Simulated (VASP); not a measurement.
Write the native input for VASP 6.6.1 that does the following.

```yaml
Task: single point
Functional: r2SCAN
Potentials_or_basis: VASP PAW PBE potentials, release 64 (Pb_d, S)
Cutoff: 550 eV
k_mesh: 8 × 8 × 8
Occupations: gaussian, width 0.05 eV
Spin: no spin polarisation
Dipole_correction: no
Further_INCAR_settings: ALGO = Normal; EDIFF = 1e-06; NBANDS = 17
```

Crystal: PbS.

```
Pb S
1.0
     0.00000    2.96500    2.96500
     2.96500    0.00000    2.96500
     2.96500    2.96500    0.00000
Pb S
1 1
Direct
  0.00000 0.00000 0.00000
  0.50365 0.50365 0.50365
```

This cell differs from its parent crystal: all S atoms moved +0.037 Å, as atom 2 along Cartesian [1 1 1].

One way to write it, as run:

POSCAR

```
PbS
1.0
    0.0000000000      2.9650000000      2.9650000000
    2.9650000000      0.0000000000      2.9650000000
    2.9650000000      2.9650000000      0.0000000000
Pb S
1 1
Direct
    0.0000000000      0.0000000000      0.0000000000
    0.5036510346      0.5036510346      0.5036510346
```

INCAR.step1

```
SYSTEM = PbS
PREC = Accurate
ENCUT = 550
ISMEAR = 0
SIGMA = 0.05
LREAL = .FALSE.
LASPH = .TRUE.
NELM = 120
NBANDS = 17
GGA = PE
ALGO = Normal
EDIFF = 1E-5
LWAVE = .TRUE.
LCHARG = .FALSE.
GGA_COMPAT = .FALSE.
```

INCAR.step2

```
SYSTEM = PbS
PREC = Accurate
ENCUT = 550
EDIFF = 1E-6
ISMEAR = 0
SIGMA = 0.05
LREAL = .FALSE.
LASPH = .TRUE.
NELM = 120
ALGO = Normal
ISIF = 2
LWAVE = .FALSE.
LCHARG = .FALSE.
METAGGA = R2SCAN
LMIXTAU = .TRUE.
NBANDS = 17
ISTART = 1
GGA_COMPAT = .FALSE.
```

KPOINTS

```
regular mesh
0
G
  8 8 8
  0 0 0
```

Potentials or basis: VASP PAW PBE potentials, release 64 (Pb_d, S).

The run is started by

```sh
$ cat potpaw_PBE.64/Pb_d/POTCAR potpaw_PBE.64/S/POTCAR > POTCAR
$ cp INCAR.step1 INCAR
$ mpirun -np 1 vasp_std > vasp.out
$ cp INCAR.step2 INCAR
$ mpirun -np 1 vasp_std > vasp.out
```

Results of the run:

```yaml
Pressure: 1.4 GPa
Largest_force: 0.016 eV/Å
Band_gap_on_the_k_mesh: 0.62 eV, direct
```

Caveat: the cell differs from its parent crystal (all S atoms moved +0.037 Å, as atom 2 along Cartesian [1 1 1]); the PAW data sets were made with another functional, which shifts forces and pressure a little; spin-orbit coupling is left out, which moves the levels of the heavy elements.

Wall time 60 s on 1 thread of Intel(R) Xeon(R) 6975P-C (Granite Rapids) (shared host), peak memory 0.22 GiB.
